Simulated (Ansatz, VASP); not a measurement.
**Two plane-wave programs on Ni3O4**

File INCAR:

```
ALGO = Normal
EDIFF = 1E-6
ENCUT = 520
GGA = PS
ISIF = 2
ISMEAR = 0
LASPH = True
LCHARG = False
LREAL = False
LWAVE = False
NBANDS = 36
NELM = 100
PREC = Accurate
SIGMA = 0.15
```

The input KPOINTS:

```
k-points
0
Gamma
  8 8 14
```

File POSCAR:

```
Ni3O4
1.0
    2.8803688728     -3.8649663245      0.0000000000
    2.8803688728      3.8649663245      0.0000000000
    0.0000000000      0.0000000000      2.8045556269
Ni O
3 4
Direct
    0.5000000000      0.0000000000      0.5000000000
    0.0000000000      0.5000000000      0.5000000000
    0.0000000000      0.0000000000      0.0000000000
    0.7878888826      0.7878888826      0.5000000000
    0.2121111174      0.2121111174      0.5000000000
    0.2371644473      0.7628355527      0.0000000000
    0.7628355527      0.2371644473      0.0000000000
```

Input for Ansatz:

```yaml
crystal:
  lattice:
    - [2.8803688728, -3.8649663245, 0.0]
    - [2.8803688728, 3.8649663245, 0.0]
    - [0.0, 0.0, 2.8045556269]
  atoms:
    - { symbol: Ni, position: [0.5, 0.0, 0.5] }
    - { symbol: Ni, position: [0.0, 0.5, 0.5] }
    - { symbol: Ni, position: [0.0, 0.0, 0.0] }
    - { symbol: O, position: [0.7878888826, 0.7878888826, 0.5] }
    - { symbol: O, position: [0.2121111174, 0.2121111174, 0.5] }
    - { symbol: O, position: [0.2371644473, 0.7628355527, 0.0] }
    - { symbol: O, position: [0.7628355527, 0.2371644473, 0.0] }
basis:
  ecutwfc: 420
kpoints:
  mp_grid: { grid: [8, 8, 14] }
hamiltonian:
  xc: pbesol
scf:
  occupations: { method: gaussian, width: 0.15 }
output:
  forces: true
  stress: true
  eigenvalues: true
```

Change from the starting cell: strain -0.015 along x and y, -0.015 along z, atoms carried along.

Alike in both runs: task single point; functional PBEsol; k mesh 8 × 8 × 14; occupations gaussian, width 0.15 eV; no spin polarisation.

|  | VASP | Ansatz |
| --- | --- | --- |
| version | VASP 6.6.1 | Ansatz 0.2.0 |
| potentials or method | VASP PAW PBE potentials, release 64 (Ni, O), cutoff 520 eV | scalar-relativistic, plane waves, PAW |
| valence electrons in the cell | 54 | 78 |

|  | VASP | Ansatz | Ansatz less VASP |
| --- | --- | --- | --- |
| gap on the k mesh at the Fermi level (eV) | none | none | - |
| pressure (GPa) | 11.9 | 11.3 | -0.60 |
| traceless stress, the component that is largest in VASP (GPa) | -1.03 | -0.87 | +0.156 |
| rms of the force components (eV/Å) | 0.230 | 0.206 | -0.0234 |

VASP's potentials were made for PBE, not for PBEsol. Atom by atom the forces differ by 0.024 eV/Å (rms over components). A gap of «none» marks a metal or a gap that the smearing closes. With one functional, cell and mesh, what is left measures potentials, basis and numerics. VASP's potentials hold 54 valence electrons a cell and Ansatz's 78, so a difference there can come from the potentials and not from the codes.
